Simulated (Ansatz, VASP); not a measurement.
AgRhF4: VASP beside Ansatz

```
CELL_PARAMETERS angstrom
5.11160 0.00000 0.00000
-2.55580 4.42677 0.00000
0.00000 0.00000 3.55516
ATOMIC_POSITIONS crystal
Ag 0.33333 0.66667 0.00000
Rh 0.00000 0.00000 0.00000
F 0.66667 0.33333 0.00000
F 0.01370 0.50685 0.50000
F 0.49315 0.50685 0.50000
F 0.49315 0.98630 0.50000
```

Change from the starting cell: species swapped into the LaGaNi4 type (P-6m2, No. 187).

Alike in both runs: functional PBE; k mesh 3 × 3 × 3; occupations gaussian, width 0.15 eV; collinear spin.

Ansatz relaxed the structure, and its values are those at the end. VASP's run is a single point on that final structure, the one shown.

|  | VASP | Ansatz |
| --- | --- | --- |
| version | VASP 6.6.1 | Ansatz 0.2.0 |
| potentials or method | VASP PAW PBE potentials, release 64 (Ag, Rh_pv, F), cutoff 520 eV | scalar-relativistic, plane waves, PAW |
| valence electrons in the cell | 54 | 64 |

VASP gave:

| Item | Value |
| --- | --- |
| gap on the k mesh at the Fermi level (eV) | none |
| pressure (GPa) | -0.3 |
| rms of the force components (eV/Å) | 0.018 |
| net moment per atom (μB) | 0.67 |
| size of the moment on the site where the two differ most (μB) | 0.52 |

Question: What did Ansatz give for the same quantities?

Answer: gap on the k mesh at the Fermi level (eV): none; pressure (GPa): 0.4; rms of the force components (eV/Å): 0.002; net moment per atom (μB): 0.67; size of the moment on the site where the two differ most (μB): 0.56.

Site moments also hang on the region over which each program counts them. A gap of «none» marks a metal or a gap that the smearing closes. With one functional, cell and mesh, what is left measures potentials, basis and numerics. VASP's potentials hold 54 valence electrons a cell and Ansatz's 64, so a difference there can come from the potentials and not from the codes.

The k mesh is coarse, so the values compare programs but aren't converged.
